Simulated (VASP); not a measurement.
# Te (P6/mmm) in VASP: further runs, part 3 of 3

VASP 6.6.1. The steps go on from the part before.

## (6) Relaxation of cell and atoms, PBE

This run uses another cell than the first one, of 39.24 Å³/atom.

Input file INCAR:

```
  ALGO = Normal
  EDIFF = 1E-7
  EDIFFG = -0.01
  ENCUT = 500
  GGA = PE
  GGA_COMPAT = F
  IBRION = 2
  ISIF = 3
  ISMEAR = 0
  LASPH = T
  LCHARG = F
  LREAL = F
  LWAVE = F
  NELM = 120
  NELMIN = 4
  NSW = 100
  PREC = Accurate
  SIGMA = 0.1
```

Input file KPOINTS:

```
k-points
0
Gamma
  12 12 8
```

Input file POSCAR:

```
Te
1.0
    5.3462521929      0.0000000000      0.0000000000
   -2.6731260965      4.6299902141      0.0000000000
    0.0000000000      0.0000000000      6.3402363685
Te
4
Direct
    0.0000000000      0.0000000000      0.7094576926
    0.0000000000      0.0000000000      0.2905423074
    0.3333333333      0.6666666667      0.0000000000
    0.6666666667      0.3333333333      0.0000000000
```

Potentials or basis: VASP PAW PBE potentials, release 64 (Te).

Launch:

```sh
$ cat potpaw_PBE.64/Te/POTCAR > POTCAR
$ mpirun -np 1 vasp_std > vasp.out
```

OUTCAR:

```text
EDIFF = 1E-7
   EDIFFG = -0.01
   ENCUT = 500
   GGA = PE
   IBRION = 2
   ISIF = 3
   ISMEAR = 0
   LASPH = T
   LREAL = F
   NELM = 120
   NELMIN = 4
   NSW = 100
   PREC = Accurate

 ion  position               nearest neighbor table
   1  0.000  0.000  0.709-   2 2.66   3 3.59   4 3.59   4 3.59   3 3.59   4 3.59   3 3.59
   2  0.000  0.000  0.291-   1 2.66   3 3.59   4 3.59   4 3.59   3 3.59   4 3.59   3 3.59
   3  0.333  0.667  0.000-   4 3.09   4 3.09   4 3.09   1 3.59   2 3.59   2 3.59   1 3.59   2 3.59
                             1 3.59
   4  0.667  0.333  0.000-   3 3.09   3 3.09   3 3.09   1 3.59   2 3.59   1 3.59   2 3.59   1 3.59
                             2 3.59

  LATTYP: Found a hexagonal cell.
 ALAT       =     5.3462521929
 C/A-ratio  =     1.1859216774

  Lattice vectors:

 A1 = (   5.3462521929,   0.0000000000,   0.0000000000)
 A2 = (  -2.6731260965,   4.6299902141,   0.0000000000)
 A3 = (   0.0000000000,   0.0000000000,   6.3402363685)

Analysis of symmetry for initial positions (statically):
=====================================================================
 Subroutine PRICEL returns:
 Original cell was already a primitive cell.

 Routine SETGRP: Setting up the symmetry group for a
 hexagonal supercell.

 Subroutine GETGRP returns: Found 24 space group operations
 (whereof 24 operations were pure point group operations)
 out of a pool of 24 trial point group operations.

The static configuration has the point symmetry D_6h.

Analysis of symmetry for dynamics (positions and initial velocities):
=====================================================================
 Subroutine PRICEL returns:
 Original cell was already a primitive cell.

 Routine SETGRP: Setting up the symmetry group for a
 hexagonal supercell.

 Subroutine GETGRP returns: Found 24 space group operations
 (whereof 24 operations were pure point group operations)
 out of a pool of 24 trial point group operations.

The dynamic configuration has the point symmetry D_6h.

 Subroutine INISYM returns: Found 24 space group operations
 (whereof 24 operations are pure point group operations),
 and found     1 'primitive' translations

----------------------------------------------------------------------------------------

                                     Primitive cell

  volume of cell :     156.9405

  direct lattice vectors                    reciprocal lattice vectors
     5.346252193  0.000000000  0.000000000     0.187046919  0.107991589  0.000000000
    -2.673126096  4.629990214  0.000000000     0.000000000  0.215983178  0.000000000
     0.000000000  0.000000000  6.340236369     0.000000000  0.000000000  0.157722826

  length of vectors
     5.346252193  5.346252193  6.340236369     0.215983178  0.215983178  0.157722826

  position of ions in fractional coordinates (direct lattice)
     0.000000000  0.000000000  0.709457693
     0.000000000  0.000000000  0.290542307
     0.333333333  0.666666667  0.000000000
     0.666666667  0.333333333  0.000000000

  ion indices of the primitive-cell ions
   primitive index   ion index
                 1           1
                 2           2
                 3           3
                 4           4

[... 56 lines left out ...]
   dimension x,y,z NGX =    40 NGY =   40 NGZ =   48
   dimension x,y,z NGXF=    80 NGYF=   80 NGZF=   96
   ions per type =               4
   NGX,Y,Z   is equivalent  to a cutoff of  12.44, 12.44, 12.59 a.u.
   NGXF,Y,Z  is equivalent  to a cutoff of  24.88, 24.88, 25.17 a.u.
 SYSTEM =  unknown system
   PREC   = accura    normal or accurate (medium, high low for compatibility)
   ISTART =      0    job   : 0-new  1-cont  2-samecut
   ICHARG =      2    charge: 1-file 2-atom 10-const
   ISPIN  =      1    spin polarized calculation?
   LNONCOLLINEAR =      F non collinear calculations
   LSORBIT =      F    spin-orbit coupling
   LASPH  =      T    aspherical Exc in radial PAW
   ENCUT  =  500.0 eV  36.75 Ry    6.06 a.u.   9.75  9.75 11.56*2*pi/ulx,y,z
   NELM   =    120;   NELMIN=  4; NELMDL= -5     # of ELM steps
   EDIFF  = 0.1E-06   stopping-criterion for ELM
   LREAL  =      F    real-space projection
   EDIFFG = -.1E-01   stopping-criterion for IOM
   NSW    =    100    number of steps for IOM
   IBRION =      2    ionic relax: 0-MD 1-quasi-New 2-CG
   NFREE  =      1    steps in history (QN), initial steepest desc. (CG)
   ISIF   =      3    stress and relaxation
   ISYM   =      2    0-nonsym 1-usesym 2-fastsym
   POTIM  = 0.5000    time-step for ionic-motion
   TEBEG  =    0.0;   TEEND  =   0.0 temperature during run
   PSTRESS=    0.0 pullay stress
   NELECT =      24.0000    total number of electrons
   NUPDOWN=      -1.0000    fix difference up-down
   EMIN   =  10.00;   EMAX   =-10.00  energy-range for DOS
   EFERMI =   0.00;   METHOD = LEGACY
   ISMEAR =     0;   SIGMA  =   0.10  broadening in eV -4-tet -1-fermi 0-gaus
   EFERMI_NEDOS =   21; number of points for ismear=-14 and -15
   IALGO  =     38    algorithm
   IMIX   =      4    mixing-type and parameters
     AMIX     =   0.40;   BMIX     =  1.00
     AMIX_MAG =   1.60;   BMIX_MAG =  1.00
  volume/ion in A,a.u.               =      39.24       264.77
  Fermi-wavevector in a.u.,A,eV,Ry     =   0.875455  1.654369 10.427786  0.766421
  Thomas-Fermi vector in A             =   1.995128
   LORBIT       =      0    0 simple, 1 ext, 2 COOP (PROOUT), +10 PAW based schemes
   GGA     = PE    functional components
   LHFCALC =     F    Hartree Fock is set to
   AEXX    =    0.0000 exact exchange contribution
   IVDW    =     0    specifies the selected vdW correction
   LEPSILON=     F    determine dielectric tensor
   LRPA    =     F    only Hartree local field effects (RPA)
 conjugate gradient relaxation of ions
 non-spin polarized calculation
 Gauss-broadening in eV      SIGMA  =   0.10
  energy-cutoff  :      500.00
  volume of cell :      156.94
 maximum number of plane-waves:      4010
 NGX is ok and might be reduce to    40
   NGX = 19   NGY = 19   NGZ = 23

--------------------------------------- Ionic step        1  -------------------------------------------

 number of electron      24.0000000 magnetization

 Free energy of the ion-electron system (eV)
  ---------------------------------------------------
  ext. energy  EPLUGINS =         0.00000000
  ---------------------------------------------------
  free energy    TOTEN  =       -11.13414760 eV

  energy without entropy =      -11.11677757  energy(sigma->0) =      -11.12546259

------------------------ aborting loop because EDIFF is reached ----------------------------------------

  FORCE on cell =-STRESS in cart. coord.  units (eV):
  Direction    XX          YY          ZZ          XY          YZ          ZX
  --------------------------------------------------------------------------------------
  -------------------------------------------------------------------------------------
  Total       -0.1612345     -0.1612345      0.1242955      0.0000000     -0.0000000      0.0000000
  in kB       -1.6460141     -1.6460141      1.2689101      0.0000000     -0.0000000      0.0000000
  external PRESSURE =      -0.6743727 kB  Pullay stress =       0.0000000 kB
[... 101 lines left out ...]
--------------------------------------- Ionic step        4  -------------------------------------------

 number of electron      24.0000001 magnetization

 Free energy of the ion-electron system (eV)
  ---------------------------------------------------
  ext. energy  EPLUGINS =         0.00000000
  ---------------------------------------------------
  free energy    TOTEN  =       -11.13485714 eV

  energy without entropy =      -11.11742287  energy(sigma->0) =      -11.12614000

 E-fermi :   4.2907     XC(G=0):  -8.2708

 val. band max:        4.2884237274   @ k =   0.4167   0.0000   0.3750
 cond. band min:       4.2913470597   @ k =   0.0833   0.0000   0.2500
 fundamental gap:      0.0029233323
 Fermi energy:         4.2906734637

 k-point     1 :       0.0000    0.0000    0.0000
  band No.  band energies     occupation
      1      -8.9321      2.00000
      2      -7.0826      2.00000
      3      -5.3650      2.00000
      4      -4.7144      2.00000
      5       0.1232      2.00000
      6       0.4470      2.00000
[... 433 lines left out ...]
      3      -5.8589      2.00000
      4      -5.2669      2.00000
      5      -0.5938      2.00000
      6      -0.5777      2.00000
[... 8 lines left out ...]
     15       5.6375      0.00000
     16       7.4254      0.00000

 [... further k-points ...]

------------------------ aborting loop because EDIFF is reached ----------------------------------------

  FORCE on cell =-STRESS in cart. coord.  units (eV):
  Direction    XX          YY          ZZ          XY          YZ          ZX
  --------------------------------------------------------------------------------------
  -------------------------------------------------------------------------------------
  Total        0.0215639      0.0215639      0.0104498     -0.0000000      0.0000000     -0.0000000
  in kB        0.2210906      0.2210906      0.1071395     -0.0000000      0.0000000     -0.0000000
  external PRESSURE =       0.1831069 kB  Pullay stress =       0.0000000 kB
[... 19 lines left out ...]
  FREE ENERGIE OF THE ION-ELECTRON SYSTEM (eV)
  ---------------------------------------------------
  free  energy   TOTEN  =       -11.1348571353 eV

  energy  without entropy=      -11.1174228707  energy(sigma->0) =      -11.12614000

 reached required accuracy - stopping structural energy minimisation
```

OSZICAR:

```text
N       E                     dE             d eps       ncg     rms          rms(c)
DAV:   1     0.114301713093E+03    0.11430E+03   -0.85840E+03  3040   0.115E+03
DAV:   2    -0.330239607188E+01   -0.11760E+03   -0.11646E+03  4352   0.167E+02
DAV:   3    -0.109948563180E+02   -0.76925E+01   -0.76311E+01  3680   0.493E+01
[... 32 lines left out ...]
DAV:   3    -0.111348691958E+02    0.38580E-04   -0.42446E-05  3320   0.303E-02    0.127E-02
DAV:   4    -0.111348574164E+02    0.11779E-04   -0.26571E-05  3520   0.222E-02    0.249E-02
DAV:   5    -0.111348573294E+02    0.87025E-07   -0.17243E-06  4088   0.720E-03    0.122E-02
DAV:   6    -0.111348571578E+02    0.17160E-06   -0.10845E-07  1632   0.211E-03    0.150E-03
DAV:   7    -0.111348571353E+02    0.22476E-07   -0.14643E-08  1560   0.924E-04
   4 F= -.11134857E+02 E0= -.11126140E+02  d E =-.283928E-04
```

Run time: 6.7 min. Hardware: 1 thread of Intel Xeon Platinum 8488C (Sapphire Rapids), shared host; peak memory 0.39 GiB.

What came out:

```
Free energy                           : -11.1349 eV
Relaxed volume                        : 39.07 Å³/atom
Relaxed cell                          : a = 5.332 Å, b = 5.332 Å, c = 6.346 Å, α = 90.00°, β = 90.00°, γ = 120.00°
Space group after relaxing (to 0.1 Å) : P6/mmm (No. 191)
Energy gained by relaxing             : 0.2 meV/atom
Ionic steps                           : 4
Pressure after relaxing               : 0.0 GPa
Largest force after relaxing          : 0.010 eV/Å
Band gap on the k mesh                : zero (bands 12 and 13 overlap by 0.68 eV)
```

Forces in eV/Å, atoms in the order of the input:
```
Te   0.000  0.000  0.010
Te   0.000  0.000 -0.010
Te   0.000  0.000  0.000
Te   0.000  0.000  0.000
```

Step by step:
| step | energy change (eV) | largest force (eV/Å) | pressure (GPa) | volume (Å³) |
| --- | --- | --- | --- | --- |
| 1 | 0.0000 | 0.0693 | -0.07 | 156.94 |
| 2 | -0.0007 | 0.0016 | -0.05 | 156.57 |
| 3 | -0.0007 | 0.0033 | -0.04 | 156.54 |
| 4 | -0.0007 | 0.0095 | 0.02 | 156.27 |

Final structure:
```
Te
1.0
     5.33240    0.00000    0.00000
    -2.66620    4.61799    0.00000
     0.00000    0.00000    6.34589
Te
4
Cartesian
  0.0000 0.0000 4.5058
  2.6662 4.6180 1.8401
  0.0000 3.0787 0.0000
  2.6662 1.5393 0.0000
```

Caveat: spin-orbit coupling is left out, which moves the levels of the heavy elements.

## (7) Summary

```tsv
task	cell	k mesh	gap on the mesh (eV)	pressure (GPa)	relaxed volume (Å³/atom)	largest force (eV/Å)
single point	a = 3.879, b = 3.879, c = 6.585 Å, angles 90.0, 90.0, 120.0°, 4 atoms, atomic positions A	6 × 6 × 4	none	239.6	-	185.67
single point	a = 5.346, b = 5.346, c = 6.340 Å, angles 90.0, 90.0, 120.0°, 4 atoms, atomic positions B	6 × 6 × 4	none	0.0	-	0.02
relaxation of cell and atoms	relaxed from a = 3.879, b = 3.879, c = 6.585 Å, angles 90.0, 90.0, 120.0°, 4 atoms, atomic positions A	6 × 6 × 4	none	0.1	37.91	-
single point	a = 5.337, b = 5.337, c = 6.345 Å, angles 90.0, 90.0, 120.0°, 4 atoms, atomic positions B	12 × 12 × 8	none	0.0	-	0.01
relaxation of cell and atoms	relaxed from a = 5.346, b = 5.346, c = 6.340 Å, angles 90.0, 90.0, 120.0°, 4 atoms, atomic positions B	12 × 12 × 8	none	0.0	39.07	0.01
```

Alike in all rows: level PBE; potentials or basis VASP PAW PBE potentials, release 64 (Te); no spin polarisation; cutoff (eV) 500; smearing gaussian 0.1 eV.

Caveats: spin-orbit coupling is left out, which moves the levels of the heavy elements; atoms lie so close that the PAW spheres overlap strongly, which falsifies energies and pressures (at least some runs); the cell stands under pressure (at least some runs); forces of over 1 eV/Å act on the atoms, so gaps and moduli don't describe the material at rest (at least some runs); the volume moved by over 15 % at a fixed basis, so the end points are rough (at least some runs).

Total energies depend on the potentials used, so only differences within one code and one set of settings carry meaning.
